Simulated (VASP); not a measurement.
# MgO (P4mm) in VASP: a series of runs

MgO is run at these levels: PBE; tasks: single point.

Program: VASP 6.6.1. These are calculated values, not measurements. Logs are shortened: lines on timing, memory, paths and dates and some standing lists are left out, and cuts for length are marked.

## Step 1: The cell of the first run

The structure is tetragonal, space group P4mm (No. 99). The conventional cell has a = 4.254 Å, b = 4.254 Å, c = 4.254 Å, α = 90.00°, β = 90.00°, γ = 90.00°. Within 2.7 Å of Mg (site symmetry 4mm) lie 6 O at 2.08 to 2.18 Å. Mg (site symmetry 2mm) has 6 O at 2.13 Å within 2.8 Å. Within 2.8 Å of Mg (site symmetry 4mm) lie 6 O at 2.13 Å. O (site symmetry 4mm) has 6 Mg at 2.08 to 2.18 Å within 2.7 Å. O (site symmetry 2mm) has 6 Mg at 2.13 Å within 2.8 Å. Within 2.8 Å of O (site symmetry 4mm) lie 6 Mg at 2.13 Å.

## Step 2: Single point, PBE (atom 5 (O) moved +0.050 Å towards its neighbour atom 1 (Mg) at 2.127 Å)

Input file INCAR:

```
SYSTEM = MgO
  PREC = Accurate
  ENCUT = 520
  EDIFF = 1E-6
  ISMEAR = 0
  SIGMA = 0.05
  LREAL = .FALSE.
  LASPH = .TRUE.
  NELM = 80
  ALGO = Normal
  ISIF = 2
  LWAVE = .FALSE.
  LCHARG = .FALSE.
  GGA = PE
  NBANDS = 26
```

Input file KPOINTS:

```
regular mesh
0
G
  6 6 6
  0 0 0
```

Input file POSCAR:

```
MgO
1.0
    4.2538458108      0.0000000000      0.0000000000
    0.0000000000     -4.2538458108      0.0000000000
    0.0000000000      0.0000000000     -4.2538458108
Mg O
4 4
Direct
    0.0000000000      0.0000000000      0.0000000000
    0.5000000000      0.5000000000      0.0000000000
    0.5000000000      0.0000000000      0.5000000000
    0.0000000000      0.5000000000      0.5000000000
    0.4882459303      0.0000000000      0.0000000000
    0.0000000000      0.5000000000      0.0000000000
    0.0000000000      0.0000000000      0.5000000000
    0.5000000000      0.5000000000      0.5000000000
```

Potentials or basis: VASP PAW PBE potentials, release 64 (Mg, O).

Started as:

```sh
$ cat potpaw_PBE.64/Mg/POTCAR potpaw_PBE.64/O/POTCAR > POTCAR
$ mpirun -np 1 vasp_std > vasp.out
```

OUTCAR:

```text
SYSTEM = MgO
   PREC = Accurate
   ENCUT = 520
   EDIFF = 1E-6
   ISMEAR = 0
   LREAL = .FALSE.
   LASPH = .TRUE.
   NELM = 80
   ISIF = 2
   GGA = PE

 ion  position               nearest neighbor table
   1  0.000  0.000  0.000-   5 2.08   6 2.13   7 2.13   7 2.13   6 2.13   5 2.18   3 3.01   4 3.01
                             2 3.01   2 3.01   4 3.01   3 3.01   4 3.01   2 3.01   3 3.01   4 3.01
   2  0.500  0.500  0.000-   6 2.13   8 2.13   8 2.13   6 2.13   5 2.13   5 2.13   3 3.01   4 3.01
                             1 3.01   1 3.01   3 3.01   3 3.01   3 3.01   1 3.01   4 3.01   4 3.01
   3  0.500  0.000  0.500-   7 2.13   8 2.13   8 2.13   7 2.13   5 2.13   5 2.13   1 3.01   2 3.01
                             1 3.01   2 3.01   4 3.01   2 3.01   2 3.01   1 3.01   4 3.01   4 3.01
   4  0.000  0.500  0.500-   6 2.13   7 2.13   8 2.13   6 2.13   7 2.13   8 2.13   1 3.01   2 3.01
                             1 3.01   1 3.01   3 3.01   2 3.01   1 3.01   2 3.01   3 3.01   3 3.01
   5  0.488  0.000  0.000-   1 2.08   2 2.13   3 2.13   3 2.13   2 2.13   1 2.18
   6  0.000  0.500  0.000-   1 2.13   2 2.13   4 2.13   4 2.13   1 2.13   2 2.13
   7  0.000  0.000  0.500-   1 2.13   3 2.13   4 2.13   1 2.13   4 2.13   3 2.13
   8  0.500  0.500  0.500-   2 2.13   3 2.13   4 2.13   2 2.13   3 2.13   4 2.13

  LATTYP: Found a simple cubic cell.
 ALAT       =     4.2538458108

  Lattice vectors:

 A1 = (   4.2538458108,   0.0000000000,   0.0000000000)
 A2 = (   0.0000000000,  -4.2538458108,   0.0000000000)
 A3 = (   0.0000000000,   0.0000000000,  -4.2538458108)

Analysis of symmetry for initial positions (statically):
=====================================================================
 Subroutine PRICEL returns:
 Original cell was already a primitive cell.

 Routine SETGRP: Setting up the symmetry group for a
 simple cubic supercell.

 Subroutine GETGRP returns: Found  8 space group operations
 (whereof  8 operations were pure point group operations)
 out of a pool of 48 trial point group operations.

The static configuration has the point symmetry C_4v.

Analysis of symmetry for dynamics (positions and initial velocities):
=====================================================================
 Subroutine PRICEL returns:
 Original cell was already a primitive cell.

 Routine SETGRP: Setting up the symmetry group for a
 simple cubic supercell.

 Subroutine GETGRP returns: Found  8 space group operations
 (whereof  8 operations were pure point group operations)
 out of a pool of 48 trial point group operations.

The dynamic configuration has the point symmetry C_4v.

 Subroutine INISYM returns: Found  8 space group operations
 (whereof  8 operations are pure point group operations),
 and found     1 'primitive' translations

----------------------------------------------------------------------------------------

                                     Primitive cell

  volume of cell :      76.9742

  direct lattice vectors                    reciprocal lattice vectors
     4.253845811  0.000000000  0.000000000     0.235081393  0.000000000  0.000000000
     0.000000000 -4.253845811  0.000000000     0.000000000 -0.235081393  0.000000000
     0.000000000  0.000000000 -4.253845811     0.000000000  0.000000000 -0.235081393

  length of vectors
     4.253845811  4.253845811  4.253845811     0.235081393  0.235081393  0.235081393

  position of ions in fractional coordinates (direct lattice)
     0.000000000  0.000000000  0.000000000
     0.500000000  0.500000000  0.000000000
     0.500000000  0.000000000  0.500000000
     0.000000000  0.500000000  0.500000000
     0.488245930  0.000000000  0.000000000
     0.000000000  0.500000000  0.000000000
     0.000000000  0.000000000  0.500000000
     0.500000000  0.500000000  0.500000000

  ion indices of the primitive-cell ions
   primitive index   ion index
                 1           1
                 2           2
                 3           3
                 4           4
                 5           5
                 6           6
                 7           7
                 8           8

----------------------------------------------------------------------------------------

 KPOINTS: regular mesh

Automatic generation of k-mesh.
 Grid dimensions read from file:
 generate k-points for:    6    6    6

 Generating k-lattice:

  Cartesian coordinates                     Fractional coordinates (reciprocal lattice)
     0.039180232  0.000000000  0.000000000     0.166666667  0.000000000  0.000000000
     0.000000000 -0.039180232  0.000000000     0.000000000  0.166666667  0.000000000
     0.000000000  0.000000000 -0.039180232     0.000000000  0.000000000  0.166666667

  Length of vectors
     0.039180232  0.039180232  0.039180232

  Shift w.r.t. Gamma in fractional coordinates (k-lattice)
     0.000000000  0.000000000  0.000000000

 Subroutine IBZKPT returns following result:
 ===========================================

 Found     40 irreducible k-points:

 Following reciprocal coordinates:
            Coordinates               Weight
  0.000000  0.000000  0.000000      1.000000
  0.166667  0.000000  0.000000      2.000000
  0.000000  0.166667  0.000000      4.000000
  0.333333  0.000000  0.000000      2.000000
  0.000000  0.333333  0.000000      4.000000
  0.500000  0.000000  0.000000      1.000000
[... 16 lines left out ...]
  0.166667  0.166667  0.166667      8.000000
  0.333333  0.166667  0.166667      8.000000
 [... further k-points ...]
   k-points           NKPTS =     40   k-points in BZ     NKDIM =     40   number of bands    NBANDS=     26
   number of dos      NEDOS =    301   number of ions     NIONS =      8
   total plane-waves  NPLWV =  32768
   dimension x,y,z NGX =    32 NGY =   32 NGZ =   32
   dimension x,y,z NGXF=    64 NGYF=   64 NGZF=   64
   ions per type =               4   4
   NGX,Y,Z   is equivalent  to a cutoff of  12.51, 12.51, 12.51 a.u.
   NGXF,Y,Z  is equivalent  to a cutoff of  25.01, 25.01, 25.01 a.u.
 SYSTEM =  MgO
   PREC   = accura    normal or accurate (medium, high low for compatibility)
   ISTART =      0    job   : 0-new  1-cont  2-samecut
   ICHARG =      2    charge: 1-file 2-atom 10-const
   ISPIN  =      1    spin polarized calculation?
   LNONCOLLINEAR =      F non collinear calculations
   LSORBIT =      F    spin-orbit coupling
   LASPH  =      T    aspherical Exc in radial PAW
   ENCUT  =  520.0 eV  38.22 Ry    6.18 a.u.   7.91  7.91  7.91*2*pi/ulx,y,z
   NELM   =     80;   NELMIN=  2; NELMDL= -5     # of ELM steps
   EDIFF  = 0.1E-05   stopping-criterion for ELM
   LREAL  =      F    real-space projection
   EDIFFG = 0.1E-04   stopping-criterion for IOM
   NSW    =      0    number of steps for IOM
   IBRION =     -1    ionic relax: 0-MD 1-quasi-New 2-CG
   NFREE  =      0    steps in history (QN), initial steepest desc. (CG)
   ISIF   =      2    stress and relaxation
   ISYM   =      2    0-nonsym 1-usesym 2-fastsym
   POTIM  = 0.5000    time-step for ionic-motion
   TEBEG  =    0.0;   TEEND  =   0.0 temperature during run
   PSTRESS=    0.0 pullay stress
   NELECT =      32.0000    total number of electrons
   NUPDOWN=      -1.0000    fix difference up-down
   EMIN   =  10.00;   EMAX   =-10.00  energy-range for DOS
   EFERMI =   0.00;   METHOD = LEGACY
   ISMEAR =     0;   SIGMA  =   0.05  broadening in eV -4-tet -1-fermi 0-gaus
   EFERMI_NEDOS =   21; number of points for ismear=-14 and -15
   IALGO  =     38    algorithm
   IMIX   =      4    mixing-type and parameters
     AMIX     =   0.40;   BMIX     =  1.00
     AMIX_MAG =   1.60;   BMIX_MAG =  1.00
  volume/ion in A,a.u.               =       9.62        64.93
  Fermi-wavevector in a.u.,A,eV,Ry     =   1.221827  2.308918 20.311613  1.492861
  Thomas-Fermi vector in A             =   2.356996
   LORBIT       =      0    0 simple, 1 ext, 2 COOP (PROOUT), +10 PAW based schemes
   GGA     = PE    functional components
   LHFCALC =     F    Hartree Fock is set to
   AEXX    =    0.0000 exact exchange contribution
   IVDW    =     0    specifies the selected vdW correction
   LEPSILON=     F    determine dielectric tensor
   LRPA    =     F    only Hartree local field effects (RPA)
 non-spin polarized calculation
 Gauss-broadening in eV      SIGMA  =   0.05
  energy-cutoff  :      520.00
  volume of cell :       76.97
 maximum number of plane-waves:      2103
 NGX is ok and might be reduce to    32
   NGX = 15   NGY = 15   NGZ = 15

 number of electron      31.9999978 magnetization

 Free energy of the ion-electron system (eV)
  ---------------------------------------------------
  ext. energy  EPLUGINS =         0.00000000
  ---------------------------------------------------
  free energy    TOTEN  =       -47.63410188 eV

  energy without entropy =      -47.63410188  energy(sigma->0) =      -47.63410188

 E-fermi :   3.2741     XC(G=0): -10.9392

 val. band max:        2.9694916534   @ k =   0.0000   0.0000   0.0000
 cond. band min:       7.4083483334   @ k =   0.0000   0.0000   0.0000
 fundamental gap:      4.4388566800
 Fermi energy:         3.2740826458

 k-point     1 :       0.0000    0.0000    0.0000
  band No.  band energies     occupation
      1     -14.1460      2.00000
      2     -12.6882      2.00000
      3     -12.6863      2.00000
      4     -12.6852      2.00000
      5      -0.9953      2.00000
      6      -0.9953      2.00000
[... 18 lines left out ...]
     25      15.7566      0.00000
     26      15.7659      0.00000

 k-point     2 :       0.1667    0.0000    0.0000
  band No.  band energies     occupation
      1     -14.0531      2.00000
      2     -12.7885      2.00000
      3     -12.6742      2.00000
      4     -12.6741      2.00000
      5      -0.8639      2.00000
      6      -0.8639      2.00000
[... 18 lines left out ...]
     25      15.6205      0.00000
[... 608 lines left out ...]
     25      15.6273      0.00000
     26      15.7014      0.00000

 k-point    24 :       0.3333    0.1667    0.1667
  band No.  band energies     occupation
      1     -13.6426      2.00000
      2     -12.9923      2.00000
      3     -12.7287      2.00000
      4     -12.7286      2.00000
      5      -0.5850      2.00000
      6      -0.5800      2.00000
[... 18 lines left out ...]
     25      15.4443      0.00000
     26      15.4661      0.00000

 [... further k-points ...]
[... 5 lines left out ...]
  --------------------------------------------------------------------------------------
  -------------------------------------------------------------------------------------
  Total       -0.3014140     -0.3855176     -0.3855176      0.0000000      0.0000000      0.0000000
  in kB       -6.2737731     -8.0243434     -8.0243434      0.0000000      0.0000000      0.0000000
  external PRESSURE =      -7.4408200 kB  Pullay stress =       0.0000000 kB

 VOLUME and BASIS-vectors are now :
 -----------------------------------------------------------------------------
  energy-cutoff  :      520.00
  volume of cell :       76.97
      direct lattice vectors                 reciprocal lattice vectors
     4.253845811  0.000000000  0.000000000     0.235081393  0.000000000  0.000000000
     0.000000000 -4.253845811  0.000000000     0.000000000 -0.235081393  0.000000000
     0.000000000  0.000000000 -4.253845811     0.000000000  0.000000000 -0.235081393

 POSITION                                       TOTAL-FORCE (eV/Angst)
 -----------------------------------------------------------------------------------
      0.00000      0.00000      0.00000        -0.113266      0.000000     -0.000000
      2.12692     -2.12692      0.00000        -0.071981      0.000000     -0.000000
      2.12692      0.00000     -2.12692        -0.071981      0.000000     -0.000000
      0.00000     -2.12692     -2.12692         0.013265      0.000000     -0.000000
      2.07692      0.00000      0.00000         0.510631     -0.000000      0.000000
      0.00000     -2.12692      0.00000        -0.145254      0.000000     -0.000000
      0.00000      0.00000     -2.12692        -0.145254      0.000000     -0.000000
      2.12692     -2.12692     -2.12692         0.023838      0.000000     -0.000000
 -----------------------------------------------------------------------------------
    total drift:                                0.000417     -0.000000     -0.000001

  FREE ENERGIE OF THE ION-ELECTRON SYSTEM (eV)
  ---------------------------------------------------
  free  energy   TOTEN  =       -47.6341018839 eV

  energy  without entropy=      -47.6341018839  energy(sigma->0) =      -47.63410188
```

Run time: 82 s. Hardware: 1 thread of Intel Xeon 8259CL, shared host; peak memory 0.21 GiB.

Results:

* Free energy: -47.6341 eV
* Pressure: -0.7 GPa
* Largest force: 0.511 eV/Å
* Band gap on the k mesh: 4.44 eV

Forces in eV/Å, atoms in the order of the input:
```
Mg  -0.113  0.000  0.000
Mg  -0.072  0.000  0.000
Mg  -0.072  0.000  0.000
Mg   0.013  0.000  0.000
O    0.511  0.000  0.000
O   -0.145  0.000  0.000
O   -0.145  0.000  0.000
O    0.024  0.000  0.000
```

Levels at points of the mesh, in eV from the valence-band top:
```
           k point  band 14  band 15  band 16  band 17  band 18  band 19
(0.00, 0.00, 0.00)     0.00     0.00     0.00     4.44     9.08     9.08
(0.50, 0.00, 0.00)    -0.74    -0.69    -0.69     7.71     7.82    11.09
(0.00, 0.50, 0.00)    -0.71    -0.71    -0.71     7.76     7.76    10.99
(0.50, 0.50, 0.00)    -0.62    -0.62    -0.59     9.05     9.09     9.32
(0.00, 0.50, 0.50)    -0.62    -0.62    -0.62     9.18     9.20     9.20
(0.50, 0.50, 0.50)    -0.62    -0.62    -0.62     7.69     7.71     7.71
```

Caveat: the cell differs from its parent crystal (atom 5 (O) moved +0.050 Å towards its neighbour atom 1 (Mg) at 2.127 Å).

## Step 3: Single point, PBE (atom 5 (O) moved +0.175 Å towards its neighbour atom 1 (Mg) at 2.127 Å)

Input file INCAR:

```
ALGO = Normal
EDIFF = 1E-7
ENCUT = 520
GGA = PE
ISIF = 2
ISMEAR = 0
LASPH = True
LCHARG = True
LELF = True
LREAL = False
LVHAR = True
LWAVE = False
NBANDS = 26
NELM = 100
PREC = Accurate
SIGMA = 0.05
```

Input file KPOINTS:

```
k-points
0
Gamma
  6 6 6
```

Changes to POSCAR since step 2:

```diff
@@ -12,3 +12,3 @@
     0.0000000000      0.5000000000      0.5000000000
-    0.4882459303      0.0000000000      0.0000000000
+    0.4588607562      0.0000000000      0.0000000000
     0.0000000000      0.5000000000      0.0000000000
```

Potentials or basis: VASP PAW PBE potentials, release 64 (Mg, O).

Started as:

```sh
$ cat potpaw_PBE.64/Mg/POTCAR potpaw_PBE.64/O/POTCAR > POTCAR
$ mpirun -np 1 vasp_std > vasp.out
```

It took 88 s on 1 thread of Intel Xeon 8259CL, shared host; peak memory 0.21 GiB.

Results (log left out):

```
Free energy            : -47.4838 eV
Pressure               : 0.1 GPa
Largest force          : 1.957 eV/Å
Band gap on the k mesh : 4.40 eV
```

Forces in eV/Å, atoms in the order of the input:
```
Mg  -0.565  0.000  0.000
Mg  -0.253  0.000  0.000
Mg  -0.253  0.000  0.000
Mg   0.046  0.000  0.000
O    1.957  0.000  0.000
O   -0.507  0.000  0.000
O   -0.507  0.000  0.000
O    0.082  0.000  0.000
```

Stress tensor (GPa, compression positive):
```
 1.57  0.00  0.00
 0.00 -0.66  0.00
 0.00  0.00 -0.66
```

Levels at points of the mesh, in eV from the valence-band top:
```csv
k point,band 12,band 13,band 14,band 15,band 16,band 17,band 18,band 19,band 20,band 21
"(0.00, 0.00, 0.00)",-1.29,-1.29,-0.03,0.00,0.00,4.40,9.06,9.06,9.08,9.49
"(0.50, 0.00, 0.00)",-1.72,-0.80,-0.80,-0.62,-0.62,7.50,7.92,10.96,10.96,11.08
"(0.00, 0.50, 0.00)",-1.68,-0.72,-0.71,-0.71,-0.68,7.61,7.71,10.55,11.02,11.07
"(0.50, 0.50, 0.00)",-1.69,-0.72,-0.63,-0.59,-0.54,8.60,8.80,9.57,9.61,10.94
"(0.00, 0.50, 0.50)",-1.92,-0.62,-0.62,-0.60,-0.60,8.89,9.14,9.14,9.20,11.45
"(0.50, 0.50, 0.50)",-0.63,-0.62,-0.62,-0.59,-0.59,7.53,7.70,7.70,7.70,12.19
```

Caveat: the cell differs from its parent crystal (atom 5 (O) moved +0.175 Å towards its neighbour atom 1 (Mg) at 2.127 Å); forces of over 1 eV/Å act on the atoms, so gaps and moduli don't describe the material at rest.

[end of part 1 of 2]
